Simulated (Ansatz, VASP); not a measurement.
## InTe4W: VASP beside Ansatz

```xyz
6
Lattice="4.7202 0.0000 0.0000 0.0000 4.7202 0.0000 0.0000 0.0000 6.7929" Properties=species:S:1:pos:R:3 pbc="T T T"
In    0.0000    0.0000    0.0000
Te    2.3601    0.0000    4.9775
Te    0.0000    2.3601    1.8154
Te    2.3601    0.0000    1.8154
Te    0.0000    2.3601    4.9775
W     2.3601    2.3601    3.3964
```

Change from the starting cell: species swapped into the NaHoF4 type (P4/mmm, No. 123).

Alike in both runs: task single point; functional PBE; k mesh 4 × 4 × 4; occupations gaussian, width 0.1 eV; no spin polarisation.

```csv
,VASP,Ansatz
version,VASP 6.6.1,Ansatz 0.2.0
potentials or method,"VASP PAW PBE potentials, release 64 (In_d, Te, W_sv), cutoff 520 eV","scalar-relativistic, plane waves, PAW"
valence electrons in the cell,51,91
```

|  | VASP | Ansatz | Ansatz less VASP |
| --- | --- | --- | --- |
| gap on the k mesh at the Fermi level (eV) | none | none | - |
| pressure (GPa) | 9.0 | 9.0 | +0.01 |
| traceless stress, the component that is largest in VASP (GPa) | 0.99 | 0.99 | 0.000 |
| rms of the force components (eV/Å) | 0.268 | 0.268 | +0.0002 |

Atom by atom the forces differ by 0.000 eV/Å (rms over components). A gap of «none» marks a metal or a gap that the smearing closes. VASP's potentials hold 51 valence electrons a cell and Ansatz's 91, so a difference there can come from the potentials and not from the codes.

Spin-orbit coupling is off throughout.
